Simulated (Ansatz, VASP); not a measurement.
# ZnCd2Se3 in VASP and in Ansatz

```xyz
12
Lattice="4.1122 0.0000 0.0000 -2.0561 3.5613 0.0000 0.0000 0.0000 20.1335" Properties=species:S:1:pos:R:3 pbc="T T T"
Zn    2.0561    1.1871    0.0000
Zn    0.0000    2.3742   16.7779
Cd    2.0561    1.1871    6.7112
Cd    2.0561    1.1871   13.4224
Cd    0.0000    2.3742    3.3556
Cd    0.0000    2.3742   10.0668
Se    2.0561    1.1871    2.5167
Se    2.0561    1.1871    9.2279
Se    2.0561    1.1871   15.9390
Se    0.0000    2.3742    5.8723
Se    0.0000    2.3742   12.5835
Se    0.0000    2.3742   19.2946
```

Alike in both runs: task relaxation of cell and atoms; functional PBE; k mesh 6 × 6 × 1; occupations gaussian, width 0.1 eV; no spin polarisation.

|  | VASP | Ansatz |
| --- | --- | --- |
| version | VASP 6.6.1 | Ansatz 0.2.0 |
| potentials or method | VASP PAW PBE potentials, release 64 (Zn, Cd, Se), cutoff 500 eV | scalar-relativistic, plane waves, PAW |
| valence electrons in the cell | 108 | 200 |

VASP gave:

| Property | Result |
| --- | --- |
| gap on the k mesh at the Fermi level, each at its own relaxed structure (eV) | 0.57 |
| relaxed volume (Å³/atom) | 27.67 |
| relaxed length of the cell vector where the two differ most in proportion (Å) | 21.117 |

Question: Estimate Ansatz's values.

Answer: gap on the k mesh at the Fermi level, each at its own relaxed structure (eV): 0.58; relaxed volume (Å³/atom): 27.64; relaxed length of the cell vector where the two differ most in proportion (Å): 21.092.

VASP's potentials hold 108 valence electrons a cell and Ansatz's 200, so a difference there can come from the potentials and not from the codes.
